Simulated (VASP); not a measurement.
# MgO (P-6m2) in VASP: single point with LDA

Aim: the single point of MgO with LDA.

All numbers are computed with VASP 6.6.1; they aren't measurements. Logs are shortened: lines on timing, memory, paths and dates and some standing lists are left out, and cuts for length are marked.

## (1) The cell of the first run

It takes space group P-6m2 (No. 187, hexagonal). Conventional cell: a = 2.938 Å, b = 2.938 Å, c = 2.680 Å, α = 90.00°, β = 90.00°, γ = 120.00°. Within 3.0 Å of Mg (site symmetry -6m2) lie 6 O at 2.16 Å and 8 Mg at 2.68 to 2.94 Å. O (site symmetry -6m2) has 6 Mg at 2.16 Å and 8 O at 2.68 to 2.94 Å within 3.0 Å.

## (2) Single point, LDA

Input file INCAR:

```
SYSTEM = MgO
  PREC = Accurate
  ENCUT = 750
  EDIFF = 1E-6
  ISMEAR = 0
  SIGMA = 0.1
  LREAL = .FALSE.
  LASPH = .TRUE.
  NELM = 120
  ALGO = Normal
  ISIF = 2
  LWAVE = .FALSE.
  LCHARG = .FALSE.
  GGA = CA
  NBANDS = 15
  GGA_COMPAT = .FALSE.
```

Input file KPOINTS:

```
Automatic mesh
0
G
  9 9 6
  0 0 0
```

Input file POSCAR:

```
MgO
1.0
    2.9380209034      0.0000000000      0.0000000000
   -1.4690104517      2.5444007392      0.0000000000
    0.0000000000      0.0000000000      2.6796800000
Mg O
1 1
Direct
    0.0000000000      0.0000000000      0.0000000000
    0.3333333300      0.6666666700      0.5000000000
```

Potentials or basis: VASP PAW LDA potentials, release 64 (Mg_sv, O).

The run is started by

```sh
> cat potpaw_LDA.64/Mg_sv/POTCAR potpaw_LDA.64/O/POTCAR > POTCAR
> mpirun -np 1 vasp_std > vasp.out
```

OUTCAR:

```text
SYSTEM = MgO
   PREC = Accurate
   ENCUT = 750
   EDIFF = 1E-6
   ISMEAR = 0
   LREAL = .FALSE.
   LASPH = .TRUE.
   NELM = 120
   ISIF = 2
   GGA = CA

 ion  position               nearest neighbor table
   1  0.000  0.000  0.000-
   2  0.333  0.667  0.500-

  LATTYP: Found a hexagonal cell.
 ALAT       =     2.9380209034
 C/A-ratio  =     0.9120697531

  Lattice vectors:

 A1 = (   2.9380209034,   0.0000000000,   0.0000000000)
 A2 = (  -1.4690104517,   2.5444007392,   0.0000000000)
 A3 = (   0.0000000000,   0.0000000000,   2.6796800000)

Analysis of symmetry for initial positions (statically):
=====================================================================
 Subroutine PRICEL returns:
 Original cell was already a primitive cell.

 Routine SETGRP: Setting up the symmetry group for a
 hexagonal supercell.

 Subroutine GETGRP returns: Found 12 space group operations
 (whereof 12 operations were pure point group operations)
 out of a pool of 24 trial point group operations.

The static configuration has the point symmetry D_3h.

Analysis of symmetry for dynamics (positions and initial velocities):
=====================================================================
 Subroutine PRICEL returns:
 Original cell was already a primitive cell.

 Routine SETGRP: Setting up the symmetry group for a
 hexagonal supercell.

 Subroutine GETGRP returns: Found 12 space group operations
 (whereof 12 operations were pure point group operations)
 out of a pool of 24 trial point group operations.

The dynamic configuration has the point symmetry D_3h.

 Subroutine INISYM returns: Found 12 space group operations
 (whereof 12 operations are pure point group operations),
 and found     1 'primitive' translations

----------------------------------------------------------------------------------------

                                     Primitive cell

  volume of cell :      20.0320

  direct lattice vectors                    reciprocal lattice vectors
     2.938020903  0.000000000  0.000000000     0.340365175  0.196509926  0.000000000
    -1.469010452  2.544400739  0.000000000     0.000000000  0.393019851  0.000000000
     0.000000000  0.000000000  2.679680000     0.000000000  0.000000000  0.373178887

  length of vectors
     2.938020903  2.938020903  2.679680000     0.393019851  0.393019851  0.373178887

  position of ions in fractional coordinates (direct lattice)
     0.000000000  0.000000000  0.000000000
     0.333333330  0.666666670  0.500000000

  ion indices of the primitive-cell ions
   primitive index   ion index
                 1           1
                 2           2

----------------------------------------------------------------------------------------

 KPOINTS: Automatic mesh

Automatic generation of k-mesh.
 Grid dimensions read from file:
 generate k-points for:    9    9    6

 Generating k-lattice:

  Cartesian coordinates                     Fractional coordinates (reciprocal lattice)
     0.037818353  0.021834436  0.000000000     0.111111111 -0.000000000  0.000000000
     0.000000000  0.043668872  0.000000000     0.000000000  0.111111111  0.000000000
     0.000000000  0.000000000  0.062196481     0.000000000  0.000000000  0.166666667

  Length of vectors
     0.043668872  0.043668872  0.062196481

  Shift w.r.t. Gamma in fractional coordinates (k-lattice)
     0.000000000  0.000000000  0.000000000

 Subroutine IBZKPT returns following result:
 ===========================================

 Found     48 irreducible k-points:

 Following reciprocal coordinates:
            Coordinates               Weight
  0.000000  0.000000  0.000000      1.000000
  0.111111  0.000000  0.000000      6.000000
  0.222222  0.000000  0.000000      6.000000
  0.333333  0.000000  0.000000      6.000000
  0.444444  0.000000  0.000000      6.000000
  0.111111  0.111111  0.000000      6.000000
[... 16 lines left out ...]
  0.333333  0.222222  0.166667     24.000000
  0.333333  0.333333  0.166667      4.000000
 [... further k-points ...]
   k-points           NKPTS =     48   k-points in BZ     NKDIM =     48   number of bands    NBANDS=     15
   number of dos      NEDOS =    301   number of ions     NIONS =      2
   total plane-waves  NPLWV =  18816
   dimension x,y,z NGX =    28 NGY =   28 NGZ =   24
   dimension x,y,z NGXF=    56 NGYF=   56 NGZF=   48
   ions per type =               1   1
   NGX,Y,Z   is equivalent  to a cutoff of  15.84, 15.84, 14.89 a.u.
   NGXF,Y,Z  is equivalent  to a cutoff of  31.69, 31.69, 29.78 a.u.
 SYSTEM =  MgO
   PREC   = accura    normal or accurate (medium, high low for compatibility)
   ISTART =      0    job   : 0-new  1-cont  2-samecut
   ICHARG =      2    charge: 1-file 2-atom 10-const
   ISPIN  =      1    spin polarized calculation?
   LNONCOLLINEAR =      F non collinear calculations
   LSORBIT =      F    spin-orbit coupling
   LASPH  =      T    aspherical Exc in radial PAW
   ENCUT  =  750.0 eV  55.12 Ry    7.42 a.u.   6.56  6.56  5.98*2*pi/ulx,y,z
   NELM   =    120;   NELMIN=  2; NELMDL= -5     # of ELM steps
   EDIFF  = 0.1E-05   stopping-criterion for ELM
   LREAL  =      F    real-space projection
   EDIFFG = 0.1E-04   stopping-criterion for IOM
   NSW    =      0    number of steps for IOM
   IBRION =     -1    ionic relax: 0-MD 1-quasi-New 2-CG
   NFREE  =      0    steps in history (QN), initial steepest desc. (CG)
   ISIF   =      2    stress and relaxation
   ISYM   =      2    0-nonsym 1-usesym 2-fastsym
   POTIM  = 0.5000    time-step for ionic-motion
   TEBEG  =    0.0;   TEEND  =   0.0 temperature during run
   PSTRESS=    0.0 pullay stress
   NELECT =      16.0000    total number of electrons
   NUPDOWN=      -1.0000    fix difference up-down
   EMIN   =  10.00;   EMAX   =-10.00  energy-range for DOS
   EFERMI =   0.00;   METHOD = LEGACY
   ISMEAR =     0;   SIGMA  =   0.10  broadening in eV -4-tet -1-fermi 0-gaus
   EFERMI_NEDOS =   21; number of points for ismear=-14 and -15
   IALGO  =     38    algorithm
   IMIX   =      4    mixing-type and parameters
     AMIX     =   0.40;   BMIX     =  1.00
     AMIX_MAG =   1.60;   BMIX_MAG =  1.00
  volume/ion in A,a.u.               =      10.02        67.59
  Fermi-wavevector in a.u.,A,eV,Ry     =   1.518939  2.870379 31.391038  2.307176
  Thomas-Fermi vector in A             =   2.627992
   LORBIT       =      0    0 simple, 1 ext, 2 COOP (PROOUT), +10 PAW based schemes
   GGA     = CA    functional components
   LHFCALC =     F    Hartree Fock is set to
   AEXX    =    0.0000 exact exchange contribution
   IVDW    =     0    specifies the selected vdW correction
   LEPSILON=     F    determine dielectric tensor
   LRPA    =     F    only Hartree local field effects (RPA)
 non-spin polarized calculation
 Gauss-broadening in eV      SIGMA  =   0.10
  energy-cutoff  :      750.00
  volume of cell :       20.03
 maximum number of plane-waves:       966
 NGX is ok and might be reduce to    28
   NGX = 13   NGY = 13   NGZ = 11

 number of electron      16.0000001 magnetization

 Free energy of the ion-electron system (eV)
  ---------------------------------------------------
  ext. energy  EPLUGINS =         0.00000000
  ---------------------------------------------------
  free energy    TOTEN  =       -12.49985599 eV

  energy without entropy =      -12.49985599  energy(sigma->0) =      -12.49985599

 E-fermi :   3.2641     XC(G=0): -11.5494

 val. band max:        2.7111210322   @ k =   0.3333   0.3333   0.0000
 cond. band min:       5.6723026277   @ k =   0.0000   0.0000   0.0000
 fundamental gap:      2.9611815955
 Fermi energy:         3.2641378790

 k-point     1 :       0.0000    0.0000    0.0000
  band No.  band energies     occupation
      1     -69.6669      2.00000
      2     -37.1447      2.00000
      3     -37.1447      2.00000
      4     -37.0878      2.00000
      5     -14.4371      2.00000
      6       2.1059      2.00000
      7       2.1059      2.00000
      8       2.3071      2.00000
      9       5.6723      0.00000
     10      14.3433      0.00000
     11      18.0163      0.00000
     12      18.0163      0.00000
     13      22.3762      0.00000
     14      23.2966      0.00000
     15      24.8799      0.00000

 k-point     2 :       0.1111    0.0000    0.0000
  band No.  band energies     occupation
      1     -69.6659      2.00000
      2     -37.1530      2.00000
      3     -37.1464      2.00000
      4     -37.0867      2.00000
      5     -14.3232      2.00000
      6       1.3074      2.00000
      7       2.0139      2.00000
      8       2.3463      2.00000
      9       6.4195      0.00000
     10      14.3422      0.00000
     11      16.9399      0.00000
     12      18.3280      0.00000
     13      23.0925      0.00000
     14      23.5148      0.00000
     15      25.0940      0.00000

 k-point     3 :       0.2222    0.0000    0.0000
  band No.  band energies     occupation
      1     -69.6637      2.00000
      2     -37.1751      2.00000
      3     -37.1514      2.00000
      4     -37.0843      2.00000
      5     -14.0196      2.00000
      6      -0.1205      2.00000
      7       1.7912      2.00000
      8       2.4482      2.00000
      9       7.7046      0.00000
     10      13.7260      0.00000
     11      16.3097      0.00000
     12      19.0693      0.00000
     13      22.5379      0.00000
     14      23.3212      0.00000
     15      25.8767      0.00000
[... 343 lines left out ...]
 k-point    23 :       0.3333    0.2222    0.1667
  band No.  band energies     occupation
      1     -69.6559      2.00000
      2     -37.2023      2.00000
      3     -37.1749      2.00000
      4     -37.1071      2.00000
      5     -13.0935      2.00000
      6      -1.3404      2.00000
      7       0.2052      2.00000
      8       1.6201      2.00000
      9      10.3752      0.00000
     10      13.4006      0.00000
     11      15.9800      0.00000
     12      18.4879      0.00000
     13      19.6640      0.00000
     14      23.8774      0.00000
     15      27.5104      0.00000

 k-point    24 :       0.3333    0.3333    0.1667
  band No.  band energies     occupation
      1     -69.6555      2.00000
      2     -37.1943      2.00000
      3     -37.1879      2.00000
      4     -37.1065      2.00000
      5     -13.0274      2.00000
      6      -0.7546      2.00000
      7      -0.7400      2.00000
      8       1.6674      2.00000
      9      10.6430      0.00000
     10      13.8539      0.00000
     11      15.3833      0.00000
     12      18.7091      0.00000
     13      19.4442      0.00000
     14      23.9666      0.00000
     15      27.5949      0.00000

 [... further k-points ...]
[... 5 lines left out ...]
  --------------------------------------------------------------------------------------
  -------------------------------------------------------------------------------------
  Total       -1.1484606     -1.1484606     -1.2866072      0.0000000     -0.0000000      0.0000000
  in kB      -91.8551173    -91.8551173   -102.9042338      0.0000000     -0.0000000      0.0000000
  external PRESSURE =     -95.5381561 kB  Pullay stress =       0.0000000 kB

 VOLUME and BASIS-vectors are now :
 -----------------------------------------------------------------------------
  energy-cutoff  :      750.00
  volume of cell :       20.03
      direct lattice vectors                 reciprocal lattice vectors
     2.938020903  0.000000000  0.000000000     0.340365175  0.196509926  0.000000000
    -1.469010452  2.544400739  0.000000000     0.000000000  0.393019851  0.000000000
     0.000000000  0.000000000  2.679680000     0.000000000  0.000000000  0.373178887

 POSITION                                       TOTAL-FORCE (eV/Angst)
 -----------------------------------------------------------------------------------
      0.00000      0.00000      0.00000         0.000000     -0.000000      0.000000
     -0.00000      1.69627      1.33984        -0.000000      0.000000      0.000000
 -----------------------------------------------------------------------------------
    total drift:                                0.000016     -0.000009      0.000000

  FREE ENERGIE OF THE ION-ELECTRON SYSTEM (eV)
  ---------------------------------------------------
  free  energy   TOTEN  =       -12.4998559943 eV

  energy  without entropy=      -12.4998559943  energy(sigma->0) =      -12.49985599
```

Wall time 20 s (1 thread of Intel Xeon Platinum 8488C (Sapphire Rapids), shared host); peak memory 0.14 GiB.

What came out:

```
Free energy            : -12.4999 eV
Pressure               : -9.6 GPa
Band gap on the k mesh : 2.96 eV (least direct gap 3.37 eV)
```

Caveat: the cell stands under tension; an odd mesh through Γ misses points on the zone boundary, where band edges can lie.
